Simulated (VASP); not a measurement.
# TiSi2 in VASP: a series of runs, part 3 of 3

VASP 6.6.1. Earlier steps stand in the parts before.

**5. Single point, PBEsol**

The input, INCAR:

```
SYSTEM = TiSi2
  ALGO = Normal
  EDIFF = 1E-6
  ENCUT = 520
  GGA = PS
  ISIF = 2
  ISMEAR = -1
  LASPH = .TRUE.
  LCHARG = .FALSE.
  LREAL = Auto
  LWAVE = .FALSE.
  NBANDS = 144
  NELM = 100
  PREC = Accurate
  SIGMA = 0.05
```

The input, KPOINTS:

```
Automatic mesh
0
Gamma
  2 2 2
  0.5 0.5 0.5
```

The input, POSCAR:

```
TiSi2
1.0
   -3.5170495929      0.0000000000     -7.1112303616
    5.2755743893      6.6741239618      0.0000000000
    5.2755743893     -6.6741239618      0.0000000000
Ti Si
12 24
Direct
    0.1162502068      0.8161805750      0.6036217421
    0.6284247272      0.6572114629      0.4404762017
    0.1325963233      0.1616788790      0.9475531046
    0.6238502727      0.9841272425      0.7743596374
    0.1215168060      0.4905252195      0.2814564326
    0.6319124500      0.3209916708      0.1129164226
    0.3737312483      0.7042292461      0.9004012093
    0.8737586443      0.5370772421      0.7272230960
    0.3659307697      0.0291311036      0.2301571869
    0.8754684750      0.8690878874      0.0629016327
    0.3691747935      0.3627046604      0.5618858575
    0.8719309718      0.1972926062      0.4078601665
    0.1172820957      0.1525832341      0.2734444894
    0.6293438368      0.9870227925      0.1129428334
    0.1140110725      0.4871774140      0.5965505698
    0.6193469732      0.3253833466      0.4328404457
    0.1238269547      0.8267905118      0.9352594291
    0.6239011781      0.6552486740      0.7746694406
    0.3729450271      0.3665792584      0.2435712045
    0.8672340350      0.1908694802      0.0605932065
    0.3754239230      0.6926116160      0.5788921219
    0.8750190450      0.5377476210      0.3970202378
    0.3782774377      0.0283813431      0.9073936350
    0.8734090564      0.8627981098      0.7342744257
    0.1211419060      0.4735908960      0.9678085669
    0.6240190198      0.2997825598      0.8003594174
    0.1189490365      0.7997102455      0.2939685153
    0.6285210537      0.6384647421      0.1298426339
    0.1221691544      0.1395887664      0.6315240404
    0.6260669074      0.9676965135      0.4650525682
    0.3839934668      0.0559520720      0.5448132347
    0.8754897090      0.8925411349      0.3795221950
    0.3776910413      0.3863741702      0.8820342777
    0.8730103912      0.2204395487      0.7188270553
    0.3748763385      0.7147872463      0.2155671211
    0.8691245658      0.5503289227      0.0457770116
```

Command:

```sh
$ cat potpaw_PBE.64/Ti_sv/POTCAR potpaw_PBE.64/Si/POTCAR > POTCAR
$ mpirun -np 1 vasp_std > vasp.out
```

Wall time 14 min (1 thread of Oxide Virtual Turin-like, shared host); peak memory 0.58 GiB.

It converged, with:

```yaml
Free_energy: -261.5288 eV
Pressure: 0.5 GPa
Largest_force: 1.302 eV/Å
Band_gap_on_the_k_mesh: zero (bands 120 and 121 overlap by 0.11 eV)
```

Forces on the atoms (eV/Å):
```
Ti   0.670 -0.084 -1.002
Ti   0.390 -0.600  0.403
Ti  -0.131 -0.478  0.638
Ti   0.344 -0.232  0.132
Ti  -0.665 -0.104  0.023
Ti   0.286  0.031  0.842
Ti  -0.523 -0.258  0.129
Ti  -0.029 -0.687  0.259
Ti  -0.087  0.385 -0.732
Ti  -0.309 -0.174  0.113
Ti   0.323  0.125 -0.328
Ti  -0.389  1.234  0.146
Si   0.248  0.413 -0.188
Si   0.284  0.247  0.449
Si   0.557 -0.241 -0.629
Si   0.174 -0.245 -0.527
Si   0.073 -0.091  0.152
Si  -0.025  0.026 -0.120
Si  -0.480  0.191  0.232
Si   0.378 -0.279 -0.810
Si  -0.344  0.432  0.252
Si  -0.212 -0.413  0.451
Si  -0.139  0.153  0.039
Si   0.090  0.040 -0.092
Si  -0.403  0.210 -0.207
Si  -0.110  0.409  0.077
Si   0.139  0.082 -0.337
Si   0.099  0.013  0.282
Si  -0.244 -0.294 -0.283
Si  -0.027  0.133  0.162
Si   0.147 -0.391  0.797
Si  -0.268 -0.337 -0.068
Si   0.172  0.087  0.213
Si  -0.151  0.158 -0.154
Si   0.228  0.265  0.025
Si  -0.065  0.272 -0.339
```

Stress tensor (GPa, compression positive):
```
 1.29  0.14  0.00
 0.14 -0.59 -0.05
 0.00 -0.05  0.74
```

Levels at points of the mesh, in eV from the Fermi level:
```
           k point  band 116  band 117  band 118  band 119  band 120  band 121  band 122  band 123
(0.25, 0.25, 0.25)     -1.13     -0.99     -0.77     -0.27     -0.25     -0.08      0.22      0.28
```

Caveat: the k points lie up to 0.44 Å⁻¹ apart; the atoms stand as in a frame of molecular dynamics; the PAW data sets were made with another functional, which shifts forces and pressure a little.

**6. Single point, PBEsol**

The input, INCAR:

```
PREC = Accurate ; ENCUT = 520
EDIFF = 1E-6 ; ISMEAR = -1
SIGMA = 0.05 ; LREAL = Auto
LASPH = T ; NELM = 100
ALGO = Normal ; ISIF = 2
LWAVE = F ; LCHARG = F
GGA = PS ; NBANDS = 144
```

KPOINTS is that of step 5.

The input, POSCAR:

```
TiSi2
1.0
   -3.5170495929      0.0000000000     -7.1112303616
    5.2755743893      6.6741239618      0.0000000000
    5.2755743893     -6.6741239618      0.0000000000
Ti Si
12 24
Direct
    0.1278600121      0.8198588415      0.6131858747
    0.6258362862      0.6507835147      0.4482976143
    0.1237645183      0.1430943072      0.9323787181
    0.6214992027      0.9727282634      0.7659062134
    0.1175606692      0.4777808900      0.2621936446
    0.6262618103      0.3082048095      0.1066624037
    0.3734085193      0.6926299118      0.8867924726
    0.8705054801      0.5268131796      0.7267619681
    0.3702913372      0.0295128490      0.2139099335
    0.8765761595      0.8609055877      0.0639364229
    0.3702665877      0.3537835256      0.5585525721
    0.8750273418      0.1915846206      0.3895685070
    0.1229455320      0.1491385291      0.2677623372
    0.6247467420      0.9858894917      0.1032317775
    0.1188476476      0.4771753418      0.6104791290
    0.6222710804      0.3164845136      0.4358531386
    0.1264677073      0.8137978469      0.9282299438
    0.6239908953      0.6537160328      0.7776238303
    0.3772894230      0.3505674717      0.2338615183
    0.8678484153      0.1913746974      0.0540088041
    0.3649909886      0.6742140470      0.5624570577
    0.8775435027      0.5273953019      0.4051238241
    0.3753230966      0.0182157884      0.8917433155
    0.8706951800      0.8564058050      0.7368468929
    0.1234988821      0.4666208888      0.9579890472
    0.6213038779      0.2936670847      0.7860618947
    0.1214585882      0.7949811869      0.2881846366
    0.6268673314      0.6319567788      0.1192724146
    0.1305579981      0.1332916190      0.6270265299
    0.6255319788      0.9607106718      0.4624310446
    0.3792183438      0.0484218167      0.5332484424
    0.8758272034      0.8767741390      0.3778956316
    0.3725120500      0.3774910823      0.8735966414
    0.8756204881      0.2095971448      0.7002096984
    0.3711774005      0.7157429445      0.2044782423
    0.8710848454      0.5408448995      0.0401385867
```

Potentials or basis: VASP PAW PBE potentials, release 64 (Ti_sv, Si).

Command:

```sh
$ cat potpaw_PBE.64/Ti_sv/POTCAR potpaw_PBE.64/Si/POTCAR > POTCAR
$ mpirun -np 1 vasp_std > vasp.out
```

It took 14 min on 1 thread of Oxide Virtual Turin-like, shared host; peak memory 0.58 GiB.

Results (log left out):

```
Free energy            : -261.4959 eV
Pressure               : 0.2 GPa
Largest force          : 1.123 eV/Å
Band gap on the k mesh : zero (bands 120 and 121 overlap by 0.11 eV)
```

Forces on the atoms (eV/Å):
```
Ti  -0.936  0.241  0.403
Ti  -0.741  0.397  0.402
Ti   0.782 -0.085 -0.060
Ti   0.649  0.285  0.157
Ti   0.438 -0.633 -0.532
Ti   0.566  0.671  0.252
Ti   0.473 -0.533 -0.090
Ti  -0.070  0.036  0.016
Ti   0.219 -1.074 -0.245
Ti  -0.196  0.300  0.073
Ti   0.396  0.661 -0.299
Ti   0.339 -0.032  0.161
Si  -0.080  0.435  0.235
Si  -0.387  0.126 -0.066
Si  -0.421  0.391 -0.011
Si  -0.114  0.049 -0.378
Si   0.570 -0.036  0.376
Si  -0.713  0.196  0.067
Si   0.163  0.558  0.411
Si  -0.348 -0.497 -0.570
Si   0.263  0.273 -0.240
Si  -0.388 -0.025  0.164
Si   0.370  0.048 -0.242
Si  -0.488 -0.030 -0.352
Si  -0.420 -0.072  0.020
Si   0.080 -0.294 -0.185
Si   0.072 -0.093 -0.211
Si   0.278 -0.575  0.242
Si  -0.455 -0.134  0.347
Si  -0.506  0.501  0.094
Si   0.004 -0.533  0.470
Si   0.089  0.105  0.059
Si   0.141 -0.226 -0.214
Si   0.472 -0.279  0.020
Si  -0.155 -0.301 -0.300
Si   0.058  0.179  0.029
```

Stress tensor (GPa, compression positive):
```
 1.44 -0.10  0.01
-0.10 -1.38 -0.06
 0.01 -0.06  0.68
```

Levels at points of the mesh, in eV from the Fermi level:
```
           k point  band 117  band 118  band 119  band 120  band 121  band 122
(0.25, 0.25, 0.25)     -0.98     -0.76     -0.32     -0.27     -0.09      0.24
```

Caveat: the k points lie up to 0.44 Å⁻¹ apart; the atoms stand as in a frame of molecular dynamics; the PAW data sets were made with another functional, which shifts forces and pressure a little.

**7. Overview**

```tsv
cell	smearing	gap on the mesh (eV)	pressure (GPa)	largest force (eV/Å)
as given, atomic positions A	gaussian 0.1 eV	none	0.0	0.17
as given, atomic positions A	fermi-dirac 0.05 eV	none	0.0	0.16
as given, atomic positions B	fermi-dirac 0.05 eV	none	0.1	1.12
as given, atomic positions C	fermi-dirac 0.05 eV	none	0.5	1.30
as given, atomic positions D	fermi-dirac 0.05 eV	none	0.2	1.12
```

Alike in all rows: task single point; level PBEsol; potentials or basis VASP PAW PBE potentials, release 64 (Ti_sv, Si); no spin polarisation; k mesh 2 × 2 × 2, shifted; cutoff (eV) 520.

Caveats: all runs use coarse meshes; the PAW data sets were made with another functional, which shifts forces and pressure a little; the atoms stand as in a frame of molecular dynamics (at least some runs).

Absolute energies hang on the potentials; compare differences alone.
